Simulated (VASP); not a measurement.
A run of VASP 6.6.1 is set up as follows.

The input INCAR:

```
PREC = Accurate ; ENCUT = 600
EDIFF = 1E-6 ; ISMEAR = 0
SIGMA = 0.05 ; LREAL = False
LASPH = True ; NELM = 120
ALGO = Normal ; ISIF = 2
LWAVE = False ; LCHARG = True
LELF = True ; LVHAR = True
NBANDS = 11 ; GGA_COMPAT = False
```

The input KPOINTS:

```
regular mesh
0
Gamma
  12 12 12
```

POSCAR

```
C
1.0
    1.2280263465      0.7090013417      2.9704721200
   -1.2280263465      0.7090013417      2.9704721200
    0.0000000000     -1.4180026834      2.9704721200
C
2
Direct
    0.1640000000      0.1640000000      0.1640000000
    0.8360000000      0.8360000000      0.8360000000
```

Potentials or basis: VASP PAW LDA potentials, release 64 (C).

Launch:

```bash
$ cat potpaw_LDA.64/C/POTCAR > POTCAR
$ mpirun -np 1 vasp_std > vasp.out
```

**Question.** What does it give for the pressure?

**Answer.** -2.1 GPa.

**Question.** Predict the largest force.

**Answer.** 0.708 eV/Å.

Forces in eV/Å, atoms in the order of the input:
```
C    0.000  0.000  0.708
C    0.000  0.000 -0.708
```

Caveat: the cell differs from its parent crystal (strain -0.1125 x Voigt [0, 0, 1, 0, 0, 0]).
